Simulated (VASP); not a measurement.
# CaO (I4/mmm) in VASP: single point with PBEsol

Aim: the single point of CaO with PBEsol.

Everything below comes from runs of VASP 6.6.1. Logs are shortened: lines on timing, memory, paths and dates and some standing lists are left out, and cuts for length are marked.

## 1. The cell of the first run

Symmetry: I4/mmm, No. 139, tetragonal system. Conventional cell: a = 3.335 Å, b = 3.335 Å, c = 17.027 Å, α = 90.00°, β = 90.00°, γ = 90.00°. Ca (site symmetry 4mm) has 5 O at 2.36 Å within 3.1 Å. O (site symmetry 4mm) has 5 Ca at 2.36 Å within 3.1 Å.

## 2. Single point, PBEsol

INCAR

```
PREC = Accurate
ENCUT = 520
EDIFF = 1E-6
ISMEAR = 0
SIGMA = 0.1
LREAL = F
LASPH = T
NELM = 100
ALGO = Normal
ISIF = 2
LWAVE = F
LCHARG = T
GGA = PS
LELF = T
LVHAR = T
NBANDS = 24
```

KPOINTS

```
regular mesh
0
Gamma
  8 8 8
```

POSCAR

```
CaO
1.0
   -1.6676340000      1.6676340000      8.5134920000
    1.6676340000     -1.6676340000      8.5134920000
    1.6676340000      1.6676340000     -8.5134920000
Ca O
2 2
Direct
    0.3204030000      0.3204030000      0.0000000000
    0.6795970000      0.6795970000      0.0000000000
    0.1818140000      0.1818140000      0.0000000000
    0.8181860000      0.8181860000      0.0000000000
```

Potentials or basis: VASP PAW PBE potentials, release 64 (Ca_sv, O).

Launch:

```console
$ cat potpaw_PBE.64/Ca_sv/POTCAR potpaw_PBE.64/O/POTCAR > POTCAR
$ mpirun -np 1 vasp_std > vasp.out
```

OUTCAR:

```text
PREC = Accurate
   ENCUT = 520
   EDIFF = 1E-6
   ISMEAR = 0
   LREAL = F
   LASPH = T
   NELM = 100
   ISIF = 2
   GGA = PS

 ion  position               nearest neighbor table
   1  0.320  0.320  0.000-   4 2.36   4 2.36   4 2.36   4 2.36   3 2.36
   2  0.680  0.680  0.000-   3 2.36   3 2.36   3 2.36   3 2.36   4 2.36
   3  0.182  0.182  0.000-   2 2.36   2 2.36   2 2.36   2 2.36   1 2.36
   4  0.818  0.818  0.000-   1 2.36   1 2.36   1 2.36   1 2.36   2 2.36

  LATTYP: Found a body centered tetragonal cell.
 ALAT       =     3.3352680000
 C/A-ratio  =     5.1051321813

  Lattice vectors:

 A1 = (  -1.6676340000,   1.6676340000,   8.5134920000)
 A2 = (   1.6676340000,  -1.6676340000,   8.5134920000)
 A3 = (   1.6676340000,   1.6676340000,  -8.5134920000)

Analysis of symmetry for initial positions (statically):
=====================================================================
 Subroutine PRICEL returns:
 Original cell was already a primitive cell.

 Routine SETGRP: Setting up the symmetry group for a
 body centered tetragonal supercell.

 Subroutine GETGRP returns: Found 16 space group operations
 (whereof 16 operations were pure point group operations)
 out of a pool of 16 trial point group operations.

The static configuration has the point symmetry D_4h.

Analysis of symmetry for dynamics (positions and initial velocities):
=====================================================================
 Subroutine PRICEL returns:
 Original cell was already a primitive cell.

 Routine SETGRP: Setting up the symmetry group for a
 body centered tetragonal supercell.

 Subroutine GETGRP returns: Found 16 space group operations
 (whereof 16 operations were pure point group operations)
 out of a pool of 16 trial point group operations.

The dynamic configuration has the point symmetry D_4h.

 Subroutine INISYM returns: Found 16 space group operations
 (whereof 16 operations are pure point group operations),
 and found     1 'primitive' translations

----------------------------------------------------------------------------------------

                                     Primitive cell

  volume of cell :      94.7042

  direct lattice vectors                    reciprocal lattice vectors
    -1.667634000  1.667634000  8.513492000     0.000000000  0.299825981  0.058730307
     1.667634000 -1.667634000  8.513492000     0.299825981  0.000000000  0.058730307
     1.667634000  1.667634000 -8.513492000     0.299825981  0.299825981  0.000000000

  length of vectors
     8.834112992  8.834112992  8.834112992     0.305523924  0.305523924  0.424017969

  position of ions in fractional coordinates (direct lattice)
     0.320403000  0.320403000  0.000000000
     0.679597000  0.679597000  0.000000000
     0.181814000  0.181814000  0.000000000
     0.818186000  0.818186000  0.000000000

  ion indices of the primitive-cell ions
   primitive index   ion index
                 1           1
                 2           2
                 3           3
                 4           4

----------------------------------------------------------------------------------------

 KPOINTS: regular mesh

Automatic generation of k-mesh.
 Grid dimensions read from file:
 generate k-points for:    8    8    8

 Generating k-lattice:

  Cartesian coordinates                     Fractional coordinates (reciprocal lattice)
     0.000000000  0.037478248  0.007341288     0.125000000  0.000000000 -0.000000000
     0.037478248  0.000000000  0.007341288     0.000000000  0.125000000 -0.000000000
     0.037478248  0.037478248  0.000000000     0.000000000  0.000000000  0.125000000

  Length of vectors
     0.038190490  0.038190490  0.053002246

  Shift w.r.t. Gamma in fractional coordinates (k-lattice)
     0.000000000  0.000000000  0.000000000

 Subroutine IBZKPT returns following result:
 ===========================================

 Found     59 irreducible k-points:

 Following reciprocal coordinates:
            Coordinates               Weight
  0.000000  0.000000  0.000000      1.000000
  0.125000  0.000000  0.000000      8.000000
  0.250000  0.000000  0.000000      8.000000
  0.375000  0.000000  0.000000      8.000000
  0.500000  0.000000  0.000000      4.000000
  0.125000  0.125000  0.000000      8.000000
[... 16 lines left out ...]
  0.250000  0.125000  0.125000     16.000000
  0.375000  0.125000  0.125000      8.000000
 [... further k-points ...]
   k-points           NKPTS =     59   k-points in BZ     NKDIM =     59   number of bands    NBANDS=     24
   number of dos      NEDOS =    301   number of ions     NIONS =      4
   total plane-waves  NPLWV = 343000
   dimension x,y,z NGX =    70 NGY =   70 NGZ =   70
   dimension x,y,z NGXF=   140 NGYF=  140 NGZF=  140
   ions per type =               2   2
   NGX,Y,Z   is equivalent  to a cutoff of  13.17, 13.17, 13.17 a.u.
   NGXF,Y,Z  is equivalent  to a cutoff of  26.35, 26.35, 26.35 a.u.
 SYSTEM =  unknown system
   PREC   = accura    normal or accurate (medium, high low for compatibility)
   ISTART =      0    job   : 0-new  1-cont  2-samecut
   ICHARG =      2    charge: 1-file 2-atom 10-const
   ISPIN  =      1    spin polarized calculation?
   LNONCOLLINEAR =      F non collinear calculations
   LSORBIT =      F    spin-orbit coupling
   LASPH  =      T    aspherical Exc in radial PAW
   ENCUT  =  520.0 eV  38.22 Ry    6.18 a.u.  16.43 16.43 16.43*2*pi/ulx,y,z
   NELM   =    100;   NELMIN=  2; NELMDL= -5     # of ELM steps
   EDIFF  = 0.1E-05   stopping-criterion for ELM
   LREAL  =      F    real-space projection
   EDIFFG = 0.1E-04   stopping-criterion for IOM
   NSW    =      0    number of steps for IOM
   IBRION =     -1    ionic relax: 0-MD 1-quasi-New 2-CG
   NFREE  =      0    steps in history (QN), initial steepest desc. (CG)
   ISIF   =      2    stress and relaxation
   ISYM   =      2    0-nonsym 1-usesym 2-fastsym
   POTIM  = 0.5000    time-step for ionic-motion
   TEBEG  =    0.0;   TEEND  =   0.0 temperature during run
   PSTRESS=    0.0 pullay stress
   NELECT =      32.0000    total number of electrons
   NUPDOWN=      -1.0000    fix difference up-down
   EMIN   =  10.00;   EMAX   =-10.00  energy-range for DOS
   EFERMI =   0.00;   METHOD = LEGACY
   ISMEAR =     0;   SIGMA  =   0.10  broadening in eV -4-tet -1-fermi 0-gaus
   EFERMI_NEDOS =   21; number of points for ismear=-14 and -15
   IALGO  =     38    algorithm
   IMIX   =      4    mixing-type and parameters
     AMIX     =   0.40;   BMIX     =  1.00
     AMIX_MAG =   1.60;   BMIX_MAG =  1.00
  volume/ion in A,a.u.               =      23.68       159.77
  Fermi-wavevector in a.u.,A,eV,Ry     =   1.140254  2.154768 17.690024  1.300180
  Thomas-Fermi vector in A             =   2.276957
   LORBIT       =      0    0 simple, 1 ext, 2 COOP (PROOUT), +10 PAW based schemes
   GGA     = PS    functional components
   LHFCALC =     F    Hartree Fock is set to
   AEXX    =    0.0000 exact exchange contribution
   IVDW    =     0    specifies the selected vdW correction
   LEPSILON=     F    determine dielectric tensor
   LRPA    =     F    only Hartree local field effects (RPA)
 non-spin polarized calculation
 Gauss-broadening in eV      SIGMA  =   0.10
  energy-cutoff  :      520.00
  volume of cell :       94.70
 maximum number of plane-waves:      2571
 NGX is ok and might be reduce to    70
   NGX = 33   NGY = 33   NGZ = 33

 number of electron      31.9999997 magnetization

 Free energy of the ion-electron system (eV)
  ---------------------------------------------------
  ext. energy  EPLUGINS =         0.00000000
  ---------------------------------------------------
  free energy    TOTEN  =       -25.85947074 eV

  energy without entropy =      -25.85947074  energy(sigma->0) =      -25.85947074

 E-fermi :   0.3486     XC(G=0):  -7.2743

 val. band max:       -0.2045795932   @ k =   0.5000   0.5000   0.5000
 cond. band min:       1.9936590079   @ k =   0.0000   0.0000   0.0000
 fundamental gap:      2.1982386011
 Fermi energy:         0.3486100746

 k-point     1 :       0.0000    0.0000    0.0000
  band No.  band energies     occupation
      1     -37.9413      2.00000
      2     -37.8642      2.00000
      3     -19.4616      2.00000
      4     -19.0944      2.00000
      5     -18.8972      2.00000
      6     -18.8972      2.00000
[... 16 lines left out ...]
     23       6.6447      0.00000
     24       7.4983      0.00000

 k-point     2 :       0.1250    0.0000    0.0000
  band No.  band energies     occupation
      1     -37.9319      2.00000
      2     -37.8606      2.00000
      3     -19.4693      2.00000
      4     -19.1865      2.00000
      5     -18.9347      2.00000
      6     -18.8841      2.00000
[... 16 lines left out ...]
     23       6.7312      0.00000
     24       7.7282      0.00000

 k-point     3 :       0.2500    0.0000    0.0000
  band No.  band energies     occupation
      1     -37.9078      2.00000
      2     -37.8531      2.00000
      3     -19.5390      2.00000
      4     -19.4352      2.00000
      5     -19.0597      2.00000
      6     -18.9755      2.00000
[... 16 lines left out ...]
     23       7.3508      0.00000
     24       7.8197      0.00000
[... 514 lines left out ...]
 k-point    23 :       0.2500    0.1250    0.1250
  band No.  band energies     occupation
      1     -37.8550      2.00000
      2     -37.8339      2.00000
      3     -19.5440      2.00000
      4     -19.4771      2.00000
      5     -19.1006      2.00000
      6     -19.0854      2.00000
[... 16 lines left out ...]
     23       7.6257      0.00000
     24       8.0726      0.00000

 k-point    24 :       0.3750    0.1250    0.1250
  band No.  band energies     occupation
      1     -37.8383      2.00000
      2     -37.8383      2.00000
      3     -19.5572      2.00000
      4     -19.5571      2.00000
      5     -19.0790      2.00000
      6     -19.0789      2.00000
[... 16 lines left out ...]
     23       8.1023      0.00000
     24       8.1900      0.00000

 [... further k-points ...]

------------------------ aborting loop because EDIFF is reached ----------------------------------------

  FORCE on cell =-STRESS in cart. coord.  units (eV):
  Direction    XX          YY          ZZ          XY          YZ          ZX
  --------------------------------------------------------------------------------------
  -------------------------------------------------------------------------------------
  Total       -1.6982731     -1.6982731     -0.8421830      0.0000000     -0.0000000      0.0000000
  in kB      -28.7308792    -28.7308792    -14.2478013      0.0000000     -0.0000000      0.0000000
  external PRESSURE =     -23.9031866 kB  Pullay stress =       0.0000000 kB

 VOLUME and BASIS-vectors are now :
 -----------------------------------------------------------------------------
  energy-cutoff  :      520.00
  volume of cell :       94.70
      direct lattice vectors                 reciprocal lattice vectors
    -1.667634000  1.667634000  8.513492000     0.000000000  0.299825981  0.058730307
     1.667634000 -1.667634000  8.513492000     0.299825981  0.000000000  0.058730307
     1.667634000  1.667634000 -8.513492000     0.299825981  0.299825981  0.000000000

 POSITION                                       TOTAL-FORCE (eV/Angst)
 -----------------------------------------------------------------------------------
      0.00000      0.00000      5.45550         0.000000      0.000000     -0.214409
      0.00000      0.00000     11.57149         0.000000      0.000000      0.214409
      0.00000      0.00000      3.09574        -0.000000     -0.000000      0.117712
      0.00000      0.00000     13.93124        -0.000000     -0.000000     -0.117712
 -----------------------------------------------------------------------------------
    total drift:                               -0.000000     -0.000000      0.000000

  FREE ENERGIE OF THE ION-ELECTRON SYSTEM (eV)
  ---------------------------------------------------
  free  energy   TOTEN  =       -25.8594707405 eV

  energy  without entropy=      -25.8594707405  energy(sigma->0) =      -25.85947074
```

Wall time 17 min (1 thread of Intel Xeon Platinum 8375C at 2.90GHz (Ice Lake), shared host); peak memory 0.71 GiB.

What came out:

| Property | Result |
| --- | --- |
| Free energy | -25.8595 eV |
| Pressure | -2.4 GPa |
| Largest force | 0.214 eV/Å |
| Band gap on the k mesh | 2.20 eV |

Forces in eV/Å, atoms in the order of the input:
```
Ca   0.000  0.000 -0.214
Ca   0.000  0.000  0.214
O    0.000  0.000  0.118
O    0.000  0.000 -0.118
```

Stress tensor (GPa, compression positive):
```
-2.87  0.00  0.00
 0.00 -2.87  0.00
 0.00  0.00 -1.42
```

Caveat: the PAW data sets were made with another functional, which shifts forces and pressure a little.
